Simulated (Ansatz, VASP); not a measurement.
**One calculation of Pt, two programs**

The input INCAR:

```
SYSTEM = Pt
  PREC = Accurate
  ENCUT = 520
  EDIFF = 1E-7
  ISMEAR = 0
  SIGMA = 0.1
  LREAL = .FALSE.
  LASPH = .TRUE.
  NELM = 100
  ALGO = Normal
  ISIF = 2
  LWAVE = .FALSE.
  LCHARG = .TRUE.
  GGA = PS
  LELF = .TRUE.
  LVHAR = .TRUE.
  NBANDS = 17
```

KPOINTS

```
Automatic mesh
0
G
  18 18 10
  0 0 0
```

File POSCAR:

```
Pt
1.0
    2.7754075702      0.0000000000      0.0000000000
   -1.3877037851      2.4035734616      0.0000000000
    0.0000000000      0.0000000000      4.3864319356
Pt
2
Direct
    0.6666666700      0.3333333300      0.7500000000
    0.3333333300      0.6666666700      0.2500000000
```

Input for Ansatz:

```yaml
crystal:
  lattice:
    - [2.7754075702, 0.0, 0.0]
    - [-1.3877037851, 2.4035734616, 0.0]
    - [0.0, 0.0, 4.3864319356]
  atoms:
    - { symbol: Pt, position: [0.66666667, 0.33333333, 0.75] }
    - { symbol: Pt, position: [0.33333333, 0.66666667, 0.25] }
basis:
  ecutwfc: 420
kpoints:
  mp_grid: { grid: [18, 18, 10] }
hamiltonian:
  xc: pbesol
scf:
  occupations: { method: gaussian, width: 0.1 }
output:
  forces: true
  stress: true
  eigenvalues: true
```

Alike in both runs: task single point; functional PBEsol; k mesh 18 × 18 × 10; occupations gaussian, width 0.1 eV; no spin polarisation.

|  | VASP | Ansatz |
| --- | --- | --- |
| version | VASP 6.6.1 | Ansatz 0.2.0 |
| potentials or method | VASP PAW PBE potentials, release 64 (Pt), cutoff 520 eV | scalar-relativistic, plane waves, PAW |
| valence electrons in the cell | 20 | 36 |

```tsv
	VASP	Ansatz	Ansatz less VASP
gap on the k mesh at the Fermi level (eV)	none	none	-
pressure (GPa)	10.6	11.0	+0.40
traceless stress, the component that is largest in VASP (GPa)	8.66	8.69	+0.024
```

VASP's potentials were made for PBE, not for PBEsol. A gap of «none» marks a metal or a gap that the smearing closes. VASP's potentials hold 20 valence electrons a cell and Ansatz's 36, so a difference there can come from the potentials and not from the codes.

Spin-orbit coupling is off throughout.
